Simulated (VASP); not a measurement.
# HCl (I4/mmm) in VASP: notebook

HCl is run at these levels: PBEsol; tasks: single point.

Program: VASP 6.6.1. These are calculated values, not measurements. Logs are shortened: lines on timing, memory, paths and dates and some standing lists are left out, and cuts for length are marked.

**1. The cell of the first run**

The structure is tetragonal, space group I4/mmm (No. 139). The conventional cell has a = 4.820 Å, b = 4.820 Å, c = 3.061 Å, α = 90.00°, β = 90.00°, γ = 90.00°. H (site symmetry 4/mmm) has 2 Cl at 1.53 Å within 2.0 Å. Within 2.0 Å of Cl (site symmetry 4/mmm) lie 2 H at 1.53 Å.

**2. Single point, PBEsol**

Contents of INCAR:

```
SYSTEM = HCl
PREC = Accurate ; ENCUT = 520
EDIFF = 1E-6 ; ISMEAR = 0
SIGMA = 0.01 ; LREAL = .False.
LASPH = .True. ; NELM = 100
ALGO = Normal ; ISIF = 2
LWAVE = .False. ; LCHARG = .True.
GGA = PS ; LELF = .True.
LVHAR = .True. ; NBANDS = 11
```

Contents of KPOINTS:

```
regular mesh
0
Gamma
  6 6 6
  0 0 0
```

Contents of POSCAR:

```
HCl
1.0
    0.0000000000      3.4081898358      3.4083410983
    1.5304107753      0.0000000000      3.4083410983
    1.5304107753      3.4081898358      0.0000000000
H Cl
1 1
Direct
    0.0000000000      0.0000000000      0.0000000000
    0.5000000000      0.5000000000      0.5000000000
```

Potentials or basis: VASP PAW PBE potentials, release 64 (H, Cl).

Run with:

```console
$ cat potpaw_PBE.64/H/POTCAR potpaw_PBE.64/Cl/POTCAR > POTCAR
$ mpirun -np 1 vasp_std > vasp.out
```

OUTCAR:

```text
SYSTEM = HCl
   PREC = Accurate
   ENCUT = 520
   EDIFF = 1E-6
   ISMEAR = 0
   LREAL = .False.
   LASPH = .True.
   NELM = 100
   ISIF = 2
   GGA = PS

 ion  position               nearest neighbor table
   1  0.000  0.000  0.000-   2 1.53   2 1.53
   2  0.500  0.500  0.500-   1 1.53   1 1.53

  LATTYP: Found a face centered orthorhombic cell.
 ALAT       =     3.0608215506
 B/A-ratio  =     2.2269771559
 C/A-ratio  =     2.2270759938

  Lattice vectors:

 A1 = (   0.0000000000,   3.4081898358,   3.4083410983)
 A2 = (   1.5304107753,   0.0000000000,   3.4083410983)
 A3 = (   1.5304107753,   3.4081898358,   0.0000000000)

Analysis of symmetry for initial positions (statically):
=====================================================================
 Subroutine PRICEL returns:
 Original cell was already a primitive cell.

 Routine SETGRP: Setting up the symmetry group for a
 face centered orthorhombic supercell.

 Subroutine GETGRP returns: Found  8 space group operations
 (whereof  8 operations were pure point group operations)
 out of a pool of  8 trial point group operations.

The static configuration has the point symmetry D_2h.

Analysis of symmetry for dynamics (positions and initial velocities):
=====================================================================
 Subroutine PRICEL returns:
 Original cell was already a primitive cell.

 Routine SETGRP: Setting up the symmetry group for a
 face centered orthorhombic supercell.

 Subroutine GETGRP returns: Found  8 space group operations
 (whereof  8 operations were pure point group operations)
 out of a pool of  8 trial point group operations.

The dynamic configuration has the point symmetry D_2h.

 Subroutine INISYM returns: Found  8 space group operations
 (whereof  8 operations are pure point group operations),
 and found     1 'primitive' translations

----------------------------------------------------------------------------------------

                                     Primitive cell

  volume of cell :      35.5553

  direct lattice vectors                    reciprocal lattice vectors
     0.000000000  3.408189836  3.408341098    -0.326709670  0.146705443  0.146698932
     1.530410775  0.000000000  3.408341098     0.326709670 -0.146705443  0.146698932
     1.530410775  3.408189836  0.000000000     0.326709670  0.146705443 -0.146698932

  length of vectors
     4.820015249  3.736167312  3.736029322     0.387017148  0.387017148  0.387017148

  position of ions in fractional coordinates (direct lattice)
     0.000000000  0.000000000  0.000000000
     0.500000000  0.500000000  0.500000000

  ion indices of the primitive-cell ions
   primitive index   ion index
                 1           1
                 2           2

----------------------------------------------------------------------------------------

 KPOINTS: regular mesh

Automatic generation of k-mesh.
 Grid dimensions read from file:
 generate k-points for:    6    6    6

 Generating k-lattice:

  Cartesian coordinates                     Fractional coordinates (reciprocal lattice)
    -0.054451612  0.024450907  0.024449822     0.166666667  0.000000000  0.000000000
     0.054451612 -0.024450907  0.024449822     0.000000000  0.166666667  0.000000000
     0.054451612  0.024450907 -0.024449822    -0.000000000 -0.000000000  0.166666667

  Length of vectors
     0.064502858  0.064502858  0.064502858

  Shift w.r.t. Gamma in fractional coordinates (k-lattice)
     0.000000000  0.000000000  0.000000000

 Subroutine IBZKPT returns following result:
 ===========================================

 Found     46 irreducible k-points:

 Following reciprocal coordinates:
            Coordinates               Weight
  0.000000  0.000000  0.000000      1.000000
  0.166667  0.000000  0.000000      8.000000
  0.333333 -0.000000  0.000000      8.000000
  0.500000  0.000000  0.000000      4.000000
  0.166667  0.166667  0.000000      2.000000
  0.333333  0.166667  0.000000      8.000000
[... 16 lines left out ...]
 -0.166667  0.166667  0.166667      8.000000
  0.500000  0.333333  0.166667      4.000000
 [... further k-points ...]
   k-points           NKPTS =     46   k-points in BZ     NKDIM =     46   number of bands    NBANDS=     11
   number of dos      NEDOS =    301   number of ions     NIONS =      2
   total plane-waves  NPLWV =  28224
   dimension x,y,z NGX =    36 NGY =   28 NGZ =   28
   dimension x,y,z NGXF=    72 NGYF=   56 NGZF=   56
   ions per type =               1   1
   NGX,Y,Z   is equivalent  to a cutoff of  12.42, 12.46, 12.46 a.u.
   NGXF,Y,Z  is equivalent  to a cutoff of  24.83, 24.92, 24.92 a.u.
 SYSTEM =  HCl
   PREC   = accura    normal or accurate (medium, high low for compatibility)
   ISTART =      0    job   : 0-new  1-cont  2-samecut
   ICHARG =      2    charge: 1-file 2-atom 10-const
   ISPIN  =      1    spin polarized calculation?
   LNONCOLLINEAR =      F non collinear calculations
   LSORBIT =      F    spin-orbit coupling
   LASPH  =      T    aspherical Exc in radial PAW
   ENCUT  =  520.0 eV  38.22 Ry    6.18 a.u.   8.96  6.95  6.95*2*pi/ulx,y,z
   NELM   =    100;   NELMIN=  2; NELMDL= -5     # of ELM steps
   EDIFF  = 0.1E-05   stopping-criterion for ELM
   LREAL  =      F    real-space projection
   EDIFFG = 0.1E-04   stopping-criterion for IOM
   NSW    =      0    number of steps for IOM
   IBRION =     -1    ionic relax: 0-MD 1-quasi-New 2-CG
   NFREE  =      0    steps in history (QN), initial steepest desc. (CG)
   ISIF   =      2    stress and relaxation
   ISYM   =      2    0-nonsym 1-usesym 2-fastsym
   POTIM  = 0.5000    time-step for ionic-motion
   TEBEG  =    0.0;   TEEND  =   0.0 temperature during run
   PSTRESS=    0.0 pullay stress
   NELECT =       8.0000    total number of electrons
   NUPDOWN=      -1.0000    fix difference up-down
   EMIN   =  10.00;   EMAX   =-10.00  energy-range for DOS
   EFERMI =   0.00;   METHOD = LEGACY
   ISMEAR =     0;   SIGMA  =   0.01  broadening in eV -4-tet -1-fermi 0-gaus
   EFERMI_NEDOS =   21; number of points for ismear=-14 and -15
   IALGO  =     38    algorithm
   IMIX   =      4    mixing-type and parameters
     AMIX     =   0.40;   BMIX     =  1.00
     AMIX_MAG =   1.60;   BMIX_MAG =  1.00
  volume/ion in A,a.u.               =      17.78       119.97
  Fermi-wavevector in a.u.,A,eV,Ry     =   0.995718  1.881635 13.489567  0.991455
  Thomas-Fermi vector in A             =   2.127758
   LORBIT       =      0    0 simple, 1 ext, 2 COOP (PROOUT), +10 PAW based schemes
   GGA     = PS    functional components
   LHFCALC =     F    Hartree Fock is set to
   AEXX    =    0.0000 exact exchange contribution
   IVDW    =     0    specifies the selected vdW correction
   LEPSILON=     F    determine dielectric tensor
   LRPA    =     F    only Hartree local field effects (RPA)
 non-spin polarized calculation
 Gauss-broadening in eV      SIGMA  =   0.01
  energy-cutoff  :      520.00
  volume of cell :       35.56
 maximum number of plane-waves:       970
   NGX = 17   NGY = 13   NGZ = 13

 number of electron       8.0000000 magnetization

 Free energy of the ion-electron system (eV)
  ---------------------------------------------------
  ext. energy  EPLUGINS =         0.00000000
  ---------------------------------------------------
  free energy    TOTEN  =        -5.71483647 eV

  energy without entropy =       -5.71483647  energy(sigma->0) =       -5.71483647

 E-fermi :  -1.9152     XC(G=0):  -7.6679

 val. band max:       -1.9606812938   @ k =   0.5000  -0.3333   0.1667
 cond. band min:       0.6524695773   @ k =   0.0000   0.5000   0.5000
 fundamental gap:      2.6131508711
 Fermi energy:        -1.9151643846

 k-point     1 :       0.0000    0.0000    0.0000
  band No.  band energies     occupation
      1     -16.6329      2.00000
      2      -2.3830      2.00000
      3      -2.2301      2.00000
      4      -2.2299      2.00000
      5       1.1668      0.00000
      6       5.0363      0.00000
      7       8.9850      0.00000
      8      14.4592      0.00000
      9      14.4595      0.00000
     10      15.5455      0.00000
     11      15.8811      0.00000

 k-point     2 :       0.1667    0.0000    0.0000
  band No.  band energies     occupation
      1     -16.2823      2.00000
      2      -5.0457      2.00000
      3      -2.2901      2.00000
      4      -2.2345      2.00000
      5       4.4184      0.00000
      6       5.8835      0.00000
      7       9.4093      0.00000
      8      11.4585      0.00000
      9      11.8040      0.00000
     10      14.7074      0.00000
     11      17.8888      0.00000

 k-point     3 :       0.3333   -0.0000    0.0000
  band No.  band energies     occupation
      1     -15.3780      2.00000
      2      -8.0714      2.00000
      3      -2.3231      2.00000
      4      -2.2157      2.00000
      5       6.6787      0.00000
      6       8.2948      0.00000
      7       9.5579      0.00000
      8      10.2693      0.00000
      9      12.7480      0.00000
     10      13.5012      0.00000
     11      15.8309      0.00000

 k-point     4 :       0.5000    0.0000    0.0000
  band No.  band energies     occupation
      1     -14.7191      2.00000
      2      -9.4621      2.00000
      3      -2.2992      2.00000
      4      -2.1917      2.00000
      5       6.3796      0.00000
      6       7.4983      0.00000
      7      11.5445      0.00000
      8      12.9753      0.00000
      9      13.4356      0.00000
     10      14.9963      0.00000
     11      15.4017      0.00000

 k-point     5 :       0.1667    0.1667    0.0000
  band No.  band energies     occupation
      1     -16.5742      2.00000
      2      -2.8166      2.00000
      3      -2.4182      2.00000
      4      -2.1839      2.00000
      5       1.1045      0.00000
      6       5.7869      0.00000
      7       9.3827      0.00000
      8      13.9913      0.00000
      9      14.2563      0.00000
     10      14.9415      0.00000
     11      16.0588      0.00000
[... 211 lines left out ...]
 k-point    21 :       0.5000    0.1667    0.1667
  band No.  band energies     occupation
      1     -16.0892      2.00000
      2      -5.2111      2.00000
      3      -3.0275      2.00000
      4      -2.8545      2.00000
      5       4.2777      0.00000
      6       7.4562      0.00000
      7      10.0021      0.00000
      8      11.5181      0.00000
      9      12.6703      0.00000
     10      14.1218      0.00000
     11      18.9118      0.00000

 k-point    22 :      -0.3333    0.1667    0.1667
  band No.  band energies     occupation
      1     -15.2062      2.00000
      2      -8.2263      2.00000
      3      -2.7460      2.00000
      4      -2.6489      2.00000
      5       7.3223      0.00000
      6       8.6597      0.00000
      7       9.2117      0.00000
      8      10.2110      0.00000
      9      13.5018      0.00000
     10      15.7257      0.00000
     11      16.2086      0.00000

 k-point    23 :      -0.1667    0.1667    0.1667
  band No.  band energies     occupation
      1     -14.7285      2.00000
      2      -9.4489      2.00000
      3      -2.2441      2.00000
      4      -2.2168      2.00000
      5       7.3520      0.00000
      6       8.0165      0.00000
      7       9.6542      0.00000
      8      10.6425      0.00000
      9      13.0573      0.00000
     10      13.4170      0.00000
     11      17.7621      0.00000

 k-point    24 :       0.5000    0.3333    0.1667
  band No.  band energies     occupation
      1     -16.3975      2.00000
      2      -3.6778      2.00000
      3      -2.5928      2.00000
      4      -2.5255      2.00000
      5       0.9155      0.00000
      6       7.6190      0.00000
      7       9.9958      0.00000
      8      12.0210      0.00000
      9      14.3911      0.00000
     10      16.0380      0.00000
     11      17.0553      0.00000

 [... further k-points ...]

------------------------ aborting loop because EDIFF is reached ----------------------------------------

  FORCE on cell =-STRESS in cart. coord.  units (eV):
  Direction    XX          YY          ZZ          XY          YZ          ZX
  --------------------------------------------------------------------------------------
  -------------------------------------------------------------------------------------
  Total        0.1498483      0.1283162      0.1281986     -0.0000000      0.0000000      0.0000000
  in kB        6.7523892      5.7821236      5.7768242     -0.0000000      0.0000000      0.0000000
  external PRESSURE =       6.1037790 kB  Pullay stress =       0.0000000 kB

 VOLUME and BASIS-vectors are now :
 -----------------------------------------------------------------------------
  energy-cutoff  :      520.00
  volume of cell :       35.56
      direct lattice vectors                 reciprocal lattice vectors
     0.000000000  3.408189836  3.408341098    -0.326709670  0.146705443  0.146698932
     1.530410775  0.000000000  3.408341098     0.326709670 -0.146705443  0.146698932
     1.530410775  3.408189836  0.000000000     0.326709670  0.146705443 -0.146698932

 POSITION                                       TOTAL-FORCE (eV/Angst)
 -----------------------------------------------------------------------------------
      0.00000      0.00000      0.00000         0.000000      0.000000      0.000000
      1.53041      3.40819      3.40834         0.000000     -0.000000      0.000000
 -----------------------------------------------------------------------------------
    total drift:                                0.000000      0.000000      0.000000

  FREE ENERGIE OF THE ION-ELECTRON SYSTEM (eV)
  ---------------------------------------------------
  free  energy   TOTEN  =        -5.7148364713 eV

  energy  without entropy=       -5.7148364713  energy(sigma->0) =       -5.71483647
```

Wall time 9.2 s (1 thread of Intel Xeon Platinum 8559C (Emerald Rapids), shared host); peak memory 0.16 GiB.

Results:

| Item | Value |
| --- | --- |
| Free energy | -5.7148 eV |
| Pressure | 0.6 GPa |
| Band gap on the k mesh | 2.61 eV, indirect (least direct gap 2.96 eV) |

Caveat: the PAW data sets were made with another functional, which shifts forces and pressure a little. A k mesh can miss the band edges.

**3. Single point, PBEsol**

Contents of INCAR:

```
SYSTEM = HCl
  ALGO = Normal
  EDIFF = 1E-7
  ENCUT = 520
  GGA = PS
  ISIF = 2
  ISMEAR = 1
  LASPH = .TRUE.
  LCHARG = .FALSE.
  LREAL = .FALSE.
  LWAVE = .FALSE.
  NBANDS = 11
  NELM = 60
  PREC = Accurate
  SIGMA = 0.348
```

Contents of KPOINTS:

```
k-points
0
G
  6 6 6
  0 0 0
```

POSCAR is that of step 2.

Potentials or basis: VASP PAW PBE potentials, release 64 (H, Cl).

Run with:

```console
$ cat potpaw_PBE.64/H/POTCAR potpaw_PBE.64/Cl/POTCAR > POTCAR
$ mpirun -np 1 vasp_std > vasp.out
```

Run time: 9.6 s. Hardware: 1 thread of Intel Xeon Platinum 8559C (Emerald Rapids), shared host; peak memory 0.16 GiB.

The run converged. Its results:

```
Free energy            : -5.7023 eV
Pressure               : 0.5 GPa
Band gap on the k mesh : 2.62 eV, indirect (least direct gap 2.97 eV)
```

Stress tensor (GPa, compression positive):
```
0.71 0.00 0.00
0.00 0.41 0.00
0.00 0.00 0.41
```

Levels at points of the mesh, in eV from the valence-band top:
```
           k point  band 2  band 3  band 4  band 5  band 6  band 7
(0.00, 0.00, 0.00)   -0.42   -0.27   -0.27    3.13    7.00   10.95
(0.50, 0.00, 0.00)   -7.50   -0.34   -0.23    8.34    9.46   13.51
(0.50, 0.50, 0.00)   -2.22   -0.56   -0.08    2.89   10.21   11.47
(0.50, 0.00, 0.50)   -2.22   -0.56   -0.08    2.89   10.21   11.47
(0.00, 0.50, 0.50)   -1.75   -1.75   -0.71    2.62    8.13   15.14
```

Caveat: the PAW data sets were made with another functional, which shifts forces and pressure a little.

**4. Single point, PBEsol**

Contents of INCAR:

```
PREC = Accurate ; ENCUT = 520
EDIFF = 1E-6 ; ISMEAR = 0
SIGMA = 0.01 ; LREAL = False
LASPH = True ; NELM = 100
ALGO = Normal ; ISIF = 2
LWAVE = False ; LCHARG = False
GGA = PS ; NBANDS = 11
```

Contents of KPOINTS:

```
regular mesh
0
Gamma
  6 6 6
```

POSCAR is that of step 3.

Run with:

```console
$ cat potpaw_PBE.64/H/POTCAR potpaw_PBE.64/Cl/POTCAR > POTCAR
$ mpirun -np 1 vasp_std > vasp.out
```

Run time: 8 s. Hardware: 1 thread of Intel Xeon Platinum 8559C (Emerald Rapids), shared host; peak memory 0.16 GiB.

The run converged. Its results:

```
Free energy            : -5.7148 eV
Pressure               : 0.6 GPa
Band gap on the k mesh : 2.61 eV, indirect (least direct gap 2.96 eV)
```

Stress tensor (GPa, compression positive):
```
0.68 0.00 0.00
0.00 0.58 0.00
0.00 0.00 0.58
```

Levels at points of the mesh, in eV from the valence-band top:
```csv
k point,band 1,band 2,band 3,band 4,band 5,band 6,band 7,band 8,band 9
"(0.00, 0.00, 0.00)",-14.67,-0.42,-0.27,-0.27,3.13,7.00,10.95,16.42,16.42
"(0.50, 0.00, 0.00)",-12.76,-7.50,-0.34,-0.23,8.34,9.46,13.51,14.94,15.40
"(0.50, 0.50, 0.00)",-14.43,-2.22,-0.56,-0.08,2.88,10.21,11.47,14.20,15.71
"(0.50, 0.00, 0.50)",-14.43,-2.22,-0.56,-0.08,2.88,10.21,11.47,14.20,15.71
"(0.00, 0.50, 0.50)",-14.21,-1.75,-1.75,-0.71,2.61,8.13,15.14,15.14,18.65
```

Caveat: the PAW data sets were made with another functional, which shifts forces and pressure a little. A k mesh can miss the band edges.

(Continued in part 2 of 2.)
